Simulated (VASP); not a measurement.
# CuI (P4/nmm) in VASP: further runs

The runs below take CuI through single point, with LDA, PBEsol.

All numbers are computed with VASP 6.6.1; they aren't measurements. Logs are shortened: lines on timing, memory, paths and dates and some standing lists are left out, and cuts for length are marked.

## 1. The cell of the first run

It takes space group P4/nmm (No. 129, tetragonal). The conventional cell has a = 4.090 Å, b = 4.090 Å, c = 6.551 Å, α = 90.00°, β = 90.00°, γ = 90.00°. I (site symmetry 4mm) has 4 Cu at 2.65 Å within 3.5 Å. Within 3.5 Å of Cu (site symmetry -4m2) lie 4 I at 2.65 Å and 4 Cu at 2.89 Å.

## 2. Single point, LDA

The input, INCAR:

```
SYSTEM = CuI
ALGO = Normal
EDIFF = 1E-7
ENCUT = 520
GGA = CA
ISIF = 2
ISMEAR = -1
LASPH = .True.
LCHARG = .False.
LREAL = .False.
LWAVE = .False.
NBANDS = 26
NELM = 100
PREC = Accurate
SIGMA = 0.05
```

The input, KPOINTS:

```
k-points
0
Gamma
  7 7 4
  0 0 0
```

The input, POSCAR:

```
CuI
1.0
    4.0901961900      0.0000000000      0.0000000000
    0.0000000000      4.0901961900      0.0000000000
    0.0000000000      0.0000000000      6.5514580400
I Cu
2 2
Direct
    0.0000000000      0.5000000000      0.7430343600
    0.5000000000      0.0000000000      0.2569656400
    0.0000000000      0.0000000000      0.0000000000
    0.5000000000      0.5000000000      0.0000000000
```

Potentials or basis: VASP PAW LDA potentials, release 64 (I, Cu).

Started as:

```
> cat potpaw_LDA.64/I/POTCAR potpaw_LDA.64/Cu/POTCAR > POTCAR
> mpirun -np 1 vasp_std > vasp.out
```

OUTCAR:

```text
SYSTEM = CuI
   EDIFF = 1E-7
   ENCUT = 520
   GGA = CA
   ISIF = 2
   ISMEAR = -1
   LASPH = .True.
   LREAL = .False.
   NELM = 100
   PREC = Accurate

 ion  position               nearest neighbor table
   1  0.000  0.500  0.743-   3 2.65   4 2.65   3 2.65   4 2.65
   2  0.500  0.000  0.257-   3 2.65   4 2.65   4 2.65   3 2.65
   3  0.000  0.000  0.000-   1 2.65   2 2.65   1 2.65   2 2.65
   4  0.500  0.500  0.000-   1 2.65   2 2.65   2 2.65   1 2.65

  LATTYP: Found a simple tetragonal cell.
 ALAT       =     4.0901961900
 C/A-ratio  =     1.6017466487

  Lattice vectors:

 A1 = (   4.0901961900,   0.0000000000,   0.0000000000)
 A2 = (   0.0000000000,   4.0901961900,   0.0000000000)
 A3 = (   0.0000000000,   0.0000000000,   6.5514580400)

Analysis of symmetry for initial positions (statically):
=====================================================================
 Subroutine PRICEL returns:
 Original cell was already a primitive cell.

 Routine SETGRP: Setting up the symmetry group for a
 simple tetragonal supercell.

 Subroutine GETGRP returns: Found 16 space group operations
 (whereof  8 operations were pure point group operations)
 out of a pool of 16 trial point group operations.

The static configuration has the point symmetry D_2d.
 The point group associated with its full space group is D_4h.

Analysis of symmetry for dynamics (positions and initial velocities):
=====================================================================
 Subroutine PRICEL returns:
 Original cell was already a primitive cell.

 Routine SETGRP: Setting up the symmetry group for a
 simple tetragonal supercell.

 Subroutine GETGRP returns: Found 16 space group operations
 (whereof  8 operations were pure point group operations)
 out of a pool of 16 trial point group operations.

The dynamic configuration has the point symmetry D_2d.
 The point group associated with its full space group is D_4h.

 Subroutine INISYM returns: Found 16 space group operations
 (whereof  8 operations are pure point group operations),
 and found     1 'primitive' translations

----------------------------------------------------------------------------------------

                                     Primitive cell

  volume of cell :     109.6040

  direct lattice vectors                    reciprocal lattice vectors
     4.090196190  0.000000000  0.000000000     0.244487050  0.000000000  0.000000000
     0.000000000  4.090196190  0.000000000     0.000000000  0.244487050  0.000000000
     0.000000000  0.000000000  6.551458040     0.000000000  0.000000000  0.152637778

  length of vectors
     4.090196190  4.090196190  6.551458040     0.244487050  0.244487050  0.152637778

  position of ions in fractional coordinates (direct lattice)
     0.000000000  0.500000000  0.743034360
     0.500000000  0.000000000  0.256965640
     0.000000000  0.000000000  0.000000000
     0.500000000  0.500000000  0.000000000

  ion indices of the primitive-cell ions
   primitive index   ion index
                 1           1
                 2           2
                 3           3
                 4           4

----------------------------------------------------------------------------------------

 KPOINTS: k-points

Automatic generation of k-mesh.
 Grid dimensions read from file:
 generate k-points for:    7    7    4

 Generating k-lattice:

  Cartesian coordinates                     Fractional coordinates (reciprocal lattice)
     0.034926721  0.000000000  0.000000000     0.142857143  0.000000000  0.000000000
     0.000000000  0.034926721  0.000000000     0.000000000  0.142857143  0.000000000
     0.000000000  0.000000000  0.038159445     0.000000000  0.000000000  0.250000000

  Length of vectors
     0.034926721  0.034926721  0.038159445

  Shift w.r.t. Gamma in fractional coordinates (k-lattice)
     0.000000000  0.000000000  0.000000000

 Subroutine IBZKPT returns following result:
 ===========================================

 Found     30 irreducible k-points:

 Following reciprocal coordinates:
            Coordinates               Weight
  0.000000  0.000000  0.000000      1.000000
  0.142857  0.000000  0.000000      4.000000
  0.285714  0.000000  0.000000      4.000000
  0.428571  0.000000  0.000000      4.000000
  0.142857  0.142857  0.000000      4.000000
  0.285714  0.142857  0.000000      8.000000
[... 16 lines left out ...]
  0.285714  0.000000  0.500000      4.000000
  0.428571  0.000000  0.500000      4.000000
 [... further k-points ...]
   k-points           NKPTS =     30   k-points in BZ     NKDIM =     30   number of bands    NBANDS=     26
   number of dos      NEDOS =    301   number of ions     NIONS =      4
   total plane-waves  NPLWV =  45000
   dimension x,y,z NGX =    30 NGY =   30 NGZ =   50
   dimension x,y,z NGXF=    60 NGYF=   60 NGZF=  100
   ions per type =               2   2
   NGX,Y,Z   is equivalent  to a cutoff of  12.19, 12.19, 12.69 a.u.
   NGXF,Y,Z  is equivalent  to a cutoff of  24.39, 24.39, 25.38 a.u.
 SYSTEM =  CuI
   PREC   = accura    normal or accurate (medium, high low for compatibility)
   ISTART =      0    job   : 0-new  1-cont  2-samecut
   ICHARG =      2    charge: 1-file 2-atom 10-const
   ISPIN  =      1    spin polarized calculation?
   LNONCOLLINEAR =      F non collinear calculations
   LSORBIT =      F    spin-orbit coupling
   LASPH  =      T    aspherical Exc in radial PAW
   ENCUT  =  520.0 eV  38.22 Ry    6.18 a.u.   7.61  7.61 12.18*2*pi/ulx,y,z
   NELM   =    100;   NELMIN=  2; NELMDL= -5     # of ELM steps
   EDIFF  = 0.1E-06   stopping-criterion for ELM
   LREAL  =      F    real-space projection
   EDIFFG = 0.1E-05   stopping-criterion for IOM
   NSW    =      0    number of steps for IOM
   IBRION =     -1    ionic relax: 0-MD 1-quasi-New 2-CG
   NFREE  =      0    steps in history (QN), initial steepest desc. (CG)
   ISIF   =      2    stress and relaxation
   ISYM   =      2    0-nonsym 1-usesym 2-fastsym
   POTIM  = 0.5000    time-step for ionic-motion
   TEBEG  =    0.0;   TEEND  =   0.0 temperature during run
   PSTRESS=    0.0 pullay stress
   NELECT =      36.0000    total number of electrons
   NUPDOWN=      -1.0000    fix difference up-down
   EMIN   =  10.00;   EMAX   =-10.00  energy-range for DOS
   EFERMI =   0.00;   METHOD = LEGACY
   ISMEAR =    -1;   SIGMA  =   0.05  broadening in eV -4-tet -1-fermi 0-gaus
   EFERMI_NEDOS =   21; number of points for ismear=-14 and -15
   IALGO  =     38    algorithm
   IMIX   =      4    mixing-type and parameters
     AMIX     =   0.40;   BMIX     =  1.00
     AMIX_MAG =   1.60;   BMIX_MAG =  1.00
  volume/ion in A,a.u.               =      27.40       184.91
  Fermi-wavevector in a.u.,A,eV,Ry     =   1.129536  2.134514 17.359028  1.275853
  Thomas-Fermi vector in A             =   2.266230
   LORBIT       =      0    0 simple, 1 ext, 2 COOP (PROOUT), +10 PAW based schemes
   GGA     = CA    functional components
   LHFCALC =     F    Hartree Fock is set to
   AEXX    =    0.0000 exact exchange contribution
   IVDW    =     0    specifies the selected vdW correction
   LEPSILON=     F    determine dielectric tensor
   LRPA    =     F    only Hartree local field effects (RPA)
 non-spin polarized calculation
  energy-cutoff  :      520.00
  volume of cell :      109.60
 maximum number of plane-waves:      2970
   NGX = 15   NGY = 15   NGZ = 25

 number of electron      35.9999971 magnetization

 Free energy of the ion-electron system (eV)
  ---------------------------------------------------
  ext. energy  EPLUGINS =         0.00000000
  ---------------------------------------------------
  free energy    TOTEN  =       -13.83914174 eV

  energy without entropy =      -13.83914172  energy(sigma->0) =      -13.83914173

 E-fermi :   4.9507     XC(G=0):  -9.3459

 val. band max:        4.1858793447   @ k =   0.0000   0.0000   0.0000
 cond. band min:       5.6329497340   @ k =   0.0000   0.0000   0.0000
 fundamental gap:      1.4470703893
 Fermi energy:         4.9506696562

 k-point     1 :       0.0000    0.0000    0.0000
  band No.  band energies     occupation
      1      -9.7127      2.00000
      2      -9.0265      2.00000
      3      -1.5901      2.00000
      4       0.4131      2.00000
      5       0.6073      2.00000
      6       0.6073      2.00000
[... 18 lines left out ...]
     25      12.5857      0.00000
     26      12.7556      0.00000

 k-point     2 :       0.1429    0.0000    0.0000
  band No.  band energies     occupation
      1      -9.6372      2.00000
      2      -9.0080      2.00000
      3      -1.4601      2.00000
      4       0.3597      2.00000
      5       0.3732      2.00000
      6       0.6042      2.00000
[... 18 lines left out ...]
     25      12.2184      0.00000
     26      12.8803      0.00000

 k-point     3 :       0.2857    0.0000    0.0000
  band No.  band energies     occupation
      1      -9.4398      2.00000
      2      -8.9856      2.00000
      3      -1.1272      2.00000
      4      -0.3241      2.00000
      5      -0.1277      2.00000
      6       0.4698      2.00000
[... 18 lines left out ...]
     25      11.0351      0.00000
     26      11.8701      0.00000

 k-point     4 :       0.4286    0.0000    0.0000
  band No.  band energies     occupation
      1      -9.2040      2.00000
      2      -9.0358      2.00000
      3      -0.9485      2.00000
      4      -0.8570      2.00000
      5      -0.2052      2.00000
      6       0.2232      2.00000
[... 18 lines left out ...]
     25      10.7298      0.00000
     26      11.0149      0.00000
[... 496 lines left out ...]
      1      -9.4680      2.00000
      2      -9.2124      2.00000
      3      -0.9571      2.00000
      4      -0.3343      2.00000
      5       0.3900      2.00000
      6       0.5391      2.00000
[... 18 lines left out ...]
     25      10.1445      0.00000
     26      12.2861      0.00000

 k-point    23 :       0.2857    0.0000    0.5000
  band No.  band energies     occupation
      1      -9.3108      2.00000
      2      -9.1281      2.00000
      3      -1.1332      2.00000
      4      -0.7242      2.00000
      5       0.3191      2.00000
      6       0.5256      2.00000
[... 18 lines left out ...]
     25      11.0211      0.00000
     26      11.2623      0.00000

 k-point    24 :       0.4286    0.0000    0.5000
  band No.  band energies     occupation
      1      -9.1498      2.00000
      2      -9.0827      2.00000
      3      -1.3544      2.00000
      4      -1.2327      2.00000
      5       0.4616      2.00000
      6       0.5380      2.00000
[... 18 lines left out ...]
     25      11.6569      0.00000
     26      12.2879      0.00000

 [... further k-points ...]

------------------------ aborting loop because EDIFF is reached ----------------------------------------

  FORCE on cell =-STRESS in cart. coord.  units (eV):
  Direction    XX          YY          ZZ          XY          YZ          ZX
  --------------------------------------------------------------------------------------
  -------------------------------------------------------------------------------------
  Total       -2.4024973     -2.4024973     -2.2908235      0.0000000      0.0000000     -0.0000000
  in kB      -35.1194133    -35.1194133    -33.4869789      0.0000000      0.0000000     -0.0000000
  external PRESSURE =     -34.5752685 kB  Pullay stress =       0.0000000 kB

 VOLUME and BASIS-vectors are now :
 -----------------------------------------------------------------------------
  energy-cutoff  :      520.00
  volume of cell :      109.60
      direct lattice vectors                 reciprocal lattice vectors
     4.090196190  0.000000000  0.000000000     0.244487050  0.000000000  0.000000000
     0.000000000  4.090196190  0.000000000     0.000000000  0.244487050  0.000000000
     0.000000000  0.000000000  6.551458040     0.000000000  0.000000000  0.152637778

 POSITION                                       TOTAL-FORCE (eV/Angst)
 -----------------------------------------------------------------------------------
      0.00000      2.04510      4.86796         0.000000      0.000000      0.472689
      2.04510      0.00000      1.68350         0.000000      0.000000     -0.472689
      0.00000      0.00000      0.00000         0.000000      0.000000     -0.000000
      2.04510      2.04510      0.00000        -0.000000     -0.000000     -0.000000
 -----------------------------------------------------------------------------------
    total drift:                                0.000000      0.000000      0.000000

  FREE ENERGIE OF THE ION-ELECTRON SYSTEM (eV)
  ---------------------------------------------------
  free  energy   TOTEN  =       -13.8391417352 eV

  energy  without entropy=      -13.8391417159  energy(sigma->0) =      -13.83914173
```

It took 2.8 min on 1 thread of AMD EPYC 7R13, shared host; peak memory 0.19 GiB.

What came out:

```yaml
Free_energy: -13.8391 eV
Pressure: -3.5 GPa
Largest_force: 0.473 eV/Å
Band_gap_on_the_k_mesh: 1.45 eV, direct
```

Forces on the atoms (eV/Å):
```
I    0.000  0.000  0.473
I    0.000  0.000 -0.473
Cu   0.000  0.000  0.000
Cu   0.000  0.000  0.000
```

Stress tensor (GPa, compression positive):
```
-3.51  0.00  0.00
 0.00 -3.51  0.00
 0.00  0.00 -3.35
```

Levels at points of the mesh, in eV from the valence-band top:
| k point | band 14 | band 15 | band 16 | band 17 | band 18 | band 19 | band 20 | band 21 | band 22 | band 23 |
| --- | --- | --- | --- | --- | --- | --- | --- | --- | --- | --- |
| (0.00, 0.00, 0.00) | -1.41 | -1.22 | -0.78 | 0.00 | 0.00 | 1.45 | 2.98 | 3.27 | 4.96 | 4.96 |
| (0.00, 0.00, 0.50) | -1.33 | -1.33 | -1.22 | -0.29 | -0.29 | 3.16 | 3.17 | 3.39 | 4.37 | 5.68 |

Caveat: spin-orbit coupling is left out, which moves the levels of the heavy elements.

(Part 1 of 2 ends here.)
